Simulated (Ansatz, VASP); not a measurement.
## H2CF2 in VASP and in Ansatz

Contents of INCAR:

```
SYSTEM = H2CF2
  PREC = Accurate
  ENCUT = 910
  EDIFF = 1E-6
  ISMEAR = 0
  SIGMA = 0.1
  LREAL = .FALSE.
  LASPH = .TRUE.
  NELM = 120
  ALGO = Normal
  ISIF = 2
  LWAVE = .FALSE.
  LCHARG = .FALSE.
  LDIPOL = .TRUE.
  IDIPOL = 3
  DIPOL = 0.5 0.5 0.666
  GGA = PE
  IVDW = 12
  NBANDS = 18
  GGA_COMPAT = .FALSE.
  NELMDL = -8
```

The input KPOINTS:

```
Automatic mesh
0
G
  3 4 1
  0 0 0
```

POSCAR

```
H2CF2
1.0
    6.3710095759      0.0000000000      0.0000000000
    0.0000000000      5.1100856935      0.0000000000
    0.0000000000      0.0000000000     26.1537321639
F C H
2 1 2
Direct
   -0.2419954390     -0.0405151505      0.7162022267
   -0.2477847739      0.1766630730      0.6423988558
   -0.2435269861     -0.0792617215      0.6650930877
   -0.3878935474     -0.1779276630      0.6525075959
   -0.0976104670     -0.1720578495      0.6518215611
```

Input for Ansatz:

```yaml
crystal:
  lattice:
    - [6.3710095759, 0.0, 0.0]
    - [0.0, 5.1100856935, 0.0]
    - [0.0, 0.0, 26.1537321639]
  atoms:
    - { symbol: F, position: [-0.241995439, -0.0405151505, 0.7162022267] }
    - { symbol: C, position: [-0.2435269861, -0.0792617215, 0.6650930877] }
    - { symbol: F, position: [-0.2477847739, 0.176663073, 0.6423988558] }
    - { symbol: H, position: [-0.3878935474, -0.177927663, 0.6525075959] }
    - { symbol: H, position: [-0.097610467, -0.1720578495, 0.6518215611] }
basis:
  ecutwfc: 420
kpoints:
  mp_grid: { grid: [3, 4, 1] }
hamiltonian:
  xc: pbe
  dispersion: d3bj
scf:
  occupations: { method: gaussian, width: 0.1 }
output:
  forces: true
  eigenvalues: true
  write_density: true
  volumetric_format: npy
efield:
  axis: 3
  dipole_correction: true
  ramp_width: 0.04
```

Alike in both runs: task single point; functional PBE; dispersion D3(BJ); k mesh 3 × 4 × 1; occupations gaussian, width 0.1 eV; no spin polarisation.

|  | VASP | Ansatz |
| --- | --- | --- |
| version | VASP 6.6.1 | Ansatz 0.2.0 |
| potentials or method | VASP PAW PBE potentials, release 64 (F_h, C_h, H_h), cutoff 910 eV | scalar-relativistic, plane waves, PAW |
| valence electrons in the cell | 20 | 20 |

```csv
,VASP,Ansatz,Ansatz less VASP
gap on the k mesh at the Fermi level (eV),7.08,7.08,-0.002
rms of the force components (eV/Å),0.513,0.525,+0.0118
```

Noted on VASP's run: the cutoff is short for stress, so the pressure is rough.
